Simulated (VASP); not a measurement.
A run of VASP 6.6.1 is set up as follows.

The input INCAR:

```
SYSTEM = Ag
ALGO = Fast
EDIFF = 1E-6
ENCUT = 520
GGA = PE
ISIF = 2
ISMEAR = 0
LASPH = .True.
LCHARG = .True.
LELF = .True.
LREAL = .False.
LVHAR = .True.
LWAVE = .False.
NBANDS = 30
NELM = 60
PREC = Accurate
SIGMA = 0.15
```

File KPOINTS:

```
k-points
0
Gamma
  18 18 6
  0 0 0
```

File POSCAR:

```
Ag
1.0
    2.9368174862      0.0000000000      0.0000000000
   -1.4684087431      2.5433585493      0.0000000000
    0.0000000000      0.0000000000      9.4200592129
Ag
4
Direct
    0.3333333333      0.6666666667      0.2500000000
    0.6666666667      0.3333333333      0.7500000000
    0.0000000000      0.0000000000      0.0000000000
    0.0000000000      0.0000000000      0.5000000000
```

Potentials or basis: VASP PAW PBE potentials, release 64 (Ag).

The run is started by

```bash
$ cat potpaw_PBE.64/Ag/POTCAR > POTCAR
$ mpirun -np 1 vasp_std > vasp.out
```

Task: What does it give for the band gap on the k mesh?

Result: Zero (bands 22 and 23 overlap by 6.35 eV).

Task: Predict the pressure.

Result: 1.4 GPa.

Stress tensor (GPa, compression positive):
```
0.84 0.00 0.00
0.00 0.84 0.00
0.00 0.00 2.52
```

Caveat: the cell differs from its parent crystal (strain +0.000 along x and y, -0.015 along z).
